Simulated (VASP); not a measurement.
The system is BaTiO3.

```
Ba Ti O
1.0
     3.98550    0.00000    0.00000
     0.00000    2.83690   -2.84515
     0.00000    2.83690    2.84515
Ba Ti O
1 1 3
Direct
  0.00000 0.00000 0.00000
  0.50000 0.48760 0.51240
  0.00000 0.51260 0.48740
  0.50000 0.00816 0.50524
  0.50000 0.49476 0.99184
```

Base run:

- Program: VASP 6.6.1
- Functional: PBEsol
- Potentials or basis: VASP PAW PBE potentials, release 64 (Ba_sv, Ti_sv, O)
- Cutoff: 600 eV
- k mesh: 6 × 6 × 6
- Occupations: gaussian, width 0.01 eV
- Spin: no spin polarisation
- Hubbard terms: Ti d U = 4.0 eV

Its results: band gap on the k mesh 2.26 eV (least direct gap 2.50 eV); pressure 1.0 GPa; largest force 0.416 eV/Å.

Problem. The run is repeated on the same cell with these changes: hubbard terms from Ti d U = 4.0 eV to Ti d U = 6.0 eV. What comes out?

Solution. Band gap on the k mesh 2.52 eV (least direct gap 2.78 eV); pressure 2.7 GPa; largest force 0.720 eV/Å.

Caveats: the PAW data sets were made with another functional, which shifts forces and pressure a little; spin-orbit coupling is left out, which moves the levels of the heavy elements.

A k mesh can miss the band edges.
